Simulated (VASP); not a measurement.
# BiP2 (P4/mbm) in VASP: single point with PBE

Aim: the single point of BiP2 with PBE.

All numbers are computed with VASP 6.6.1; they aren't measurements. Logs are shortened: lines on timing, memory, paths and dates and some standing lists are left out, and cuts for length are marked.

**1. The cell of the first run**

The structure is tetragonal, space group P4/mbm (No. 127). The conventional cell has a = 7.062 Å, b = 7.062 Å, c = 3.051 Å, α = 90.00°, β = 90.00°, γ = 90.00°. Within 3.8 Å of Bi (site symmetry 4/m) lie 4 P at 2.88 Å and 2 Bi at 3.05 Å. Within 2.9 Å of P (site symmetry m2m) lie 1 P at 2.14 Å and 2 Bi at 2.88 Å.

The cell was built from a structure type or drawn by symmetry, and may not be a known phase.

**2. Single point, PBE**

File INCAR:

```
PREC = Accurate
ENCUT = 520
EDIFF = 1E-6
ISMEAR = 0
SIGMA = 0.1
LREAL = False
LASPH = True
NELM = 100
ALGO = Fast
ISIF = 2
LWAVE = False
LCHARG = False
GGA = PE
NBANDS = 34
```

File KPOINTS:

```
regular mesh
0
Gamma
  6 6 12
```

File POSCAR:

```
BiP2
1.0
    7.0619224279      0.0000000000      0.0000000000
    0.0000000000      7.0619224279      0.0000000000
    0.0000000000      0.0000000000      3.0506462198
Bi P
2 4
Direct
    0.0000000000      0.0000000000      0.0000000000
    0.5000000000      0.5000000000      0.0000000000
    0.1071630994      0.3928369006      0.0000000000
    0.3928369006      0.8928369006      0.0000000000
    0.8928369006      0.6071630994      0.0000000000
    0.6071630994      0.1071630994      0.0000000000
```

Potentials or basis: VASP PAW PBE potentials, release 64 (Bi_d, P).

Started as:

```sh
$ cat potpaw_PBE.64/Bi_d/POTCAR potpaw_PBE.64/P/POTCAR > POTCAR
$ mpirun -np 1 vasp_std > vasp.out
```

OUTCAR:

```text
PREC = Accurate
   ENCUT = 520
   EDIFF = 1E-6
   ISMEAR = 0
   LREAL = False
   LASPH = True
   NELM = 100
   ISIF = 2
   GGA = PE

 ion  position               nearest neighbor table
   1  0.000  0.000  0.000-   3 2.88   4 2.88   5 2.88   6 2.88
   2  0.500  0.500  0.000-   3 2.88   4 2.88   5 2.88   6 2.88
   3  0.107  0.393  0.000-   5 2.14   2 2.88   1 2.88
   4  0.393  0.893  0.000-   6 2.14   2 2.88   1 2.88
   5  0.893  0.607  0.000-   3 2.14   2 2.88   1 2.88
   6  0.607  0.107  0.000-   4 2.14   2 2.88   1 2.88

  LATTYP: Found a simple tetragonal cell.
 ALAT       =     7.0619224279
 C/A-ratio  =     0.4319852350

  Lattice vectors:

 A1 = (   7.0619224279,   0.0000000000,   0.0000000000)
 A2 = (   0.0000000000,   7.0619224279,   0.0000000000)
 A3 = (   0.0000000000,   0.0000000000,   3.0506462198)

Analysis of symmetry for initial positions (statically):
=====================================================================
 Subroutine PRICEL returns:
 Original cell was already a primitive cell.

 Routine SETGRP: Setting up the symmetry group for a
 simple tetragonal supercell.

 Subroutine GETGRP returns: Found 16 space group operations
 (whereof  8 operations were pure point group operations)
 out of a pool of 16 trial point group operations.

The static configuration has the point symmetry C_4h.
 The point group associated with its full space group is D_4h.

Analysis of symmetry for dynamics (positions and initial velocities):
=====================================================================
 Subroutine PRICEL returns:
 Original cell was already a primitive cell.

 Routine SETGRP: Setting up the symmetry group for a
 simple tetragonal supercell.

 Subroutine GETGRP returns: Found 16 space group operations
 (whereof  8 operations were pure point group operations)
 out of a pool of 16 trial point group operations.

The dynamic configuration has the point symmetry C_4h.
 The point group associated with its full space group is D_4h.

 Subroutine INISYM returns: Found 16 space group operations
 (whereof  8 operations are pure point group operations),
 and found     1 'primitive' translations

----------------------------------------------------------------------------------------

                                     Primitive cell

  volume of cell :     152.1380

  direct lattice vectors                    reciprocal lattice vectors
     7.061922428  0.000000000  0.000000000     0.141604501  0.000000000  0.000000000
     0.000000000  7.061922428  0.000000000     0.000000000  0.141604501  0.000000000
     0.000000000  0.000000000  3.050646220     0.000000000  0.000000000  0.327799400

  length of vectors
     7.061922428  7.061922428  3.050646220     0.141604501  0.141604501  0.327799400

  position of ions in fractional coordinates (direct lattice)
     0.000000000  0.000000000  0.000000000
     0.500000000  0.500000000  0.000000000
     0.107163099  0.392836901  0.000000000
     0.392836901  0.892836901  0.000000000
     0.892836901  0.607163099  0.000000000
     0.607163099  0.107163099  0.000000000

  ion indices of the primitive-cell ions
   primitive index   ion index
                 1           1
                 2           2
                 3           3
                 4           4
                 5           5
                 6           6

----------------------------------------------------------------------------------------

 KPOINTS: regular mesh

Automatic generation of k-mesh.
 Grid dimensions read from file:
 generate k-points for:    6    6   12

 Generating k-lattice:

  Cartesian coordinates                     Fractional coordinates (reciprocal lattice)
     0.023600750  0.000000000  0.000000000     0.166666667  0.000000000  0.000000000
     0.000000000  0.023600750  0.000000000     0.000000000  0.166666667  0.000000000
     0.000000000  0.000000000  0.027316617     0.000000000  0.000000000  0.083333333

  Length of vectors
     0.023600750  0.023600750  0.027316617

  Shift w.r.t. Gamma in fractional coordinates (k-lattice)
     0.000000000  0.000000000  0.000000000

 Subroutine IBZKPT returns following result:
 ===========================================

 Found     70 irreducible k-points:

 Following reciprocal coordinates:
            Coordinates               Weight
  0.000000  0.000000  0.000000      1.000000
  0.166667  0.000000  0.000000      4.000000
  0.333333  0.000000  0.000000      4.000000
  0.500000  0.000000  0.000000      2.000000
  0.166667  0.166667  0.000000      4.000000
  0.333333  0.166667  0.000000      8.000000
[... 16 lines left out ...]
  0.333333  0.000000  0.166667      8.000000
  0.500000  0.000000  0.166667      4.000000
 [... further k-points ...]
   k-points           NKPTS =     70   k-points in BZ     NKDIM =     70   number of bands    NBANDS=     34
   number of dos      NEDOS =    301   number of ions     NIONS =      6
   total plane-waves  NPLWV =  69984
   dimension x,y,z NGX =    54 NGY =   54 NGZ =   24
   dimension x,y,z NGXF=   108 NGYF=  108 NGZF=   48
   ions per type =               2   4
   NGX,Y,Z   is equivalent  to a cutoff of  12.71, 12.71, 13.08 a.u.
   NGXF,Y,Z  is equivalent  to a cutoff of  25.42, 25.42, 26.16 a.u.
 SYSTEM =  unknown system
   PREC   = accura    normal or accurate (medium, high low for compatibility)
   ISTART =      0    job   : 0-new  1-cont  2-samecut
   ICHARG =      2    charge: 1-file 2-atom 10-const
   ISPIN  =      1    spin polarized calculation?
   LNONCOLLINEAR =      F non collinear calculations
   LSORBIT =      F    spin-orbit coupling
   LASPH  =      T    aspherical Exc in radial PAW
   ENCUT  =  520.0 eV  38.22 Ry    6.18 a.u.  13.13 13.13  5.67*2*pi/ulx,y,z
   NELM   =    100;   NELMIN=  2; NELMDL= -5     # of ELM steps
   EDIFF  = 0.1E-05   stopping-criterion for ELM
   LREAL  =      F    real-space projection
   EDIFFG = 0.1E-04   stopping-criterion for IOM
   NSW    =      0    number of steps for IOM
   IBRION =     -1    ionic relax: 0-MD 1-quasi-New 2-CG
   NFREE  =      0    steps in history (QN), initial steepest desc. (CG)
   ISIF   =      2    stress and relaxation
   ISYM   =      2    0-nonsym 1-usesym 2-fastsym
   POTIM  = 0.5000    time-step for ionic-motion
   TEBEG  =    0.0;   TEEND  =   0.0 temperature during run
   PSTRESS=    0.0 pullay stress
   NELECT =      50.0000    total number of electrons
   NUPDOWN=      -1.0000    fix difference up-down
   EMIN   =  10.00;   EMAX   =-10.00  energy-range for DOS
   EFERMI =   0.00;   METHOD = LEGACY
   ISMEAR =     0;   SIGMA  =   0.10  broadening in eV -4-tet -1-fermi 0-gaus
   EFERMI_NEDOS =   21; number of points for ismear=-14 and -15
   IALGO  =     68    algorithm
   IMIX   =      4    mixing-type and parameters
     AMIX     =   0.40;   BMIX     =  1.00
     AMIX_MAG =   1.60;   BMIX_MAG =  1.00
  volume/ion in A,a.u.               =      25.36       171.11
  Fermi-wavevector in a.u.,A,eV,Ry     =   1.129758  2.134934 17.365852  1.276354
  Thomas-Fermi vector in A             =   2.266453
   LORBIT       =      0    0 simple, 1 ext, 2 COOP (PROOUT), +10 PAW based schemes
   GGA     = PE    functional components
   LHFCALC =     F    Hartree Fock is set to
   AEXX    =    0.0000 exact exchange contribution
   IVDW    =     0    specifies the selected vdW correction
   LEPSILON=     F    determine dielectric tensor
   LRPA    =     F    only Hartree local field effects (RPA)
 non-spin polarized calculation
 RMM-DIIS sequential band-by-band and
 Gauss-broadening in eV      SIGMA  =   0.10
  energy-cutoff  :      520.00
  volume of cell :      152.14
 maximum number of plane-waves:      4124
 NGX is ok and might be reduce to    54
   NGX = 27   NGY = 27   NGZ = 11

 number of electron      49.9999988 magnetization

 Free energy of the ion-electron system (eV)
  ---------------------------------------------------
  ext. energy  EPLUGINS =         0.00000000
  ---------------------------------------------------
  free energy    TOTEN  =       -27.29388984 eV

  energy without entropy =      -27.28283857  energy(sigma->0) =      -27.28836420

 E-fermi :   5.8379     XC(G=0):  -9.5335

 val. band max:        5.8284807876   @ k =   0.3333   0.0000   0.2500
 cond. band min:       5.8823853935   @ k =   0.5000   0.1667   0.3333
 fundamental gap:      0.0539046059
 Fermi energy:         5.8378618379

 k-point     1 :       0.0000    0.0000    0.0000
  band No.  band energies     occupation
      1     -17.4688      2.00000
      2     -17.4661      2.00000
      3     -17.2340      2.00000
      4     -17.2245      2.00000
      5     -17.2143      2.00000
      6     -17.2106      2.00000
[... 26 lines left out ...]
     33      10.1659      0.00000
     34      12.2508      0.00000

 k-point     2 :       0.1667    0.0000    0.0000
  band No.  band energies     occupation
      1     -17.4686      2.00000
      2     -17.4663      2.00000
      3     -17.2334      2.00000
      4     -17.2250      2.00000
      5     -17.2140      2.00000
      6     -17.2109      2.00000
[... 26 lines left out ...]
     33      10.4343      0.00000
     34      12.2987      0.00000

 k-point     3 :       0.3333    0.0000    0.0000
  band No.  band energies     occupation
      1     -17.4681      2.00000
      2     -17.4667      2.00000
      3     -17.2315      2.00000
      4     -17.2267      2.00000
      5     -17.2133      2.00000
      6     -17.2115      2.00000
[... 26 lines left out ...]
     33      11.1022      0.00000
     34      12.4141      0.00000

 k-point     4 :       0.5000    0.0000    0.0000
  band No.  band energies     occupation
      1     -17.4674      2.00000
      2     -17.4674      2.00000
      3     -17.2291      2.00000
      4     -17.2291      2.00000
      5     -17.2124      2.00000
      6     -17.2124      2.00000
[... 26 lines left out ...]
     33      12.0229      0.00000
     34      12.0245      0.00000

 k-point     5 :       0.1667    0.1667    0.0000
  band No.  band energies     occupation
      1     -17.4684      2.00000
      2     -17.4664      2.00000
      3     -17.2328      2.00000
      4     -17.2256      2.00000
      5     -17.2138      2.00000
      6     -17.2111      2.00000
[... 621 lines left out ...]
 k-point    22 :       0.1667    0.0000    0.1667
  band No.  band energies     occupation
      1     -17.3420      2.00000
      2     -17.3393      2.00000
      3     -17.2281      2.00000
      4     -17.2202      2.00000
      5     -17.2093      2.00000
      6     -17.2064      2.00000
[... 26 lines left out ...]
     33      10.1596      0.00000
     34      10.4238      0.00000

 k-point    23 :       0.3333    0.0000    0.1667
  band No.  band energies     occupation
      1     -17.3414      2.00000
      2     -17.3398      2.00000
      3     -17.2263      2.00000
      4     -17.2218      2.00000
      5     -17.2087      2.00000
      6     -17.2070      2.00000
[... 26 lines left out ...]
     33       9.8494      0.00000
     34      11.2479      0.00000

 k-point    24 :       0.5000    0.0000    0.1667
  band No.  band energies     occupation
      1     -17.3406      2.00000
      2     -17.3406      2.00000
      3     -17.2240      2.00000
      4     -17.2240      2.00000
      5     -17.2078      2.00000
      6     -17.2078      2.00000
[... 26 lines left out ...]
     33      10.6759      0.00000
     34      10.6760      0.00000

 [... further k-points ...]
[... 5 lines left out ...]
  --------------------------------------------------------------------------------------
  -------------------------------------------------------------------------------------
  Total       -0.1144293     -0.1144293     -0.0315549      0.0000000     -0.0000000     -0.0000000
  in kB       -1.2050639     -1.2050639     -0.3323073      0.0000000     -0.0000000     -0.0000000
  external PRESSURE =      -0.9141451 kB  Pullay stress =       0.0000000 kB

 VOLUME and BASIS-vectors are now :
 -----------------------------------------------------------------------------
  energy-cutoff  :      520.00
  volume of cell :      152.14
      direct lattice vectors                 reciprocal lattice vectors
     7.061922428  0.000000000  0.000000000     0.141604501  0.000000000  0.000000000
     0.000000000  7.061922428  0.000000000     0.000000000  0.141604501  0.000000000
     0.000000000  0.000000000  3.050646220     0.000000000  0.000000000  0.327799400

 POSITION                                       TOTAL-FORCE (eV/Angst)
 -----------------------------------------------------------------------------------
      0.00000      0.00000      0.00000         0.000000      0.000000      0.000000
      3.53096      3.53096      0.00000         0.000000      0.000000      0.000000
      0.75678      2.77418      0.00000        -0.036020      0.036020      0.000000
      2.77418      6.30514      0.00000         0.036020      0.036020      0.000000
      6.30514      4.28774      0.00000         0.036020     -0.036020     -0.000000
      4.28774      0.75678      0.00000        -0.036020     -0.036020      0.000000
 -----------------------------------------------------------------------------------
    total drift:                                0.000000      0.000000      0.000000

  FREE ENERGIE OF THE ION-ELECTRON SYSTEM (eV)
  ---------------------------------------------------
  free  energy   TOTEN  =       -27.2938898415 eV

  energy  without entropy=      -27.2828385669  energy(sigma->0) =      -27.28836420
```

Wall time 3.7 min (1 thread of AMD EPYC 9R45 (Zen 5), shared host); peak memory 0.39 GiB.

Results:

```yaml
Free_energy: -27.2939 eV
Pressure: -0.1 GPa
Largest_force: 0.051 eV/Å
Band_gap_on_the_k_mesh: zero (bands 25 and 26 overlap by 3.12 eV)
```

Forces on the atoms (eV/Å):
```
Bi   0.000  0.000  0.000
Bi   0.000  0.000  0.000
P   -0.036  0.036  0.000
P    0.036  0.036  0.000
P    0.036 -0.036  0.000
P   -0.036 -0.036  0.000
```

Stress tensor (GPa, compression positive):
```
-0.12  0.00  0.00
 0.00 -0.12  0.00
 0.00  0.00 -0.03
```

Caveat: spin-orbit coupling is left out, which moves the levels of the heavy elements.
